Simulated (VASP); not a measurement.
Runs of VASP 6.6.1 on Ir. The structure is that of space group Fm-3m (No. 225), or close to it. The cells are those of the table. 

| cell | gap on the mesh (eV) | pressure (GPa) |
| --- | --- | --- |
| a = 2.681, b = 2.681, c = 2.715 Å, angles 59.6, 59.6, 60.8°, 1 atom | none | 8.8 |
| a = 2.647 Å, angles 60.0°, 1 atom | none | 33.5 |
| a = 2.851 Å, angles 60.0°, 1 atom | none | -39.7 |
| a = 2.783 Å, angles 60.0°, 1 atom | none | -24.9 |
| a = 2.579 Å, angles 60.0°, 1 atom | none | 84.8 |
| a = 2.683, b = 2.683, c = 2.579 Å, angles 61.3, 61.3, 57.5°, 1 atom | none | (b) |
| a = 2.613, b = 2.613, c = 2.647 Å, angles 59.6, 59.6, 60.9°, 1 atom | none | (c) |
| a = 2.648, b = 2.648, c = 2.579 Å, angles 60.9, 60.9, 58.3°, 1 atom | none | (a) |

Alike in all rows: task single point; level PBEsol; potentials or basis VASP PAW PBE potentials, release 64 (Ir); no spin polarisation; k mesh 22 × 22 × 22; cutoff (eV) 520; smearing gaussian 0.15 eV.

Task: Estimate the missing entries.

Result: (a) 49.9; (b) 36.2; (c) 48.8.

Caveats: the PAW data sets were made with another functional, which shifts forces and pressure a little; spin-orbit coupling is left out, which moves the levels of the heavy elements; the cell stands under pressure (at least some runs); the cell stands under tension (at least some runs).

A k mesh can miss the band edges, and the runs leave out spin-orbit coupling on Ir.

A gap of «none» marks levels without a gap at the run's occupations.
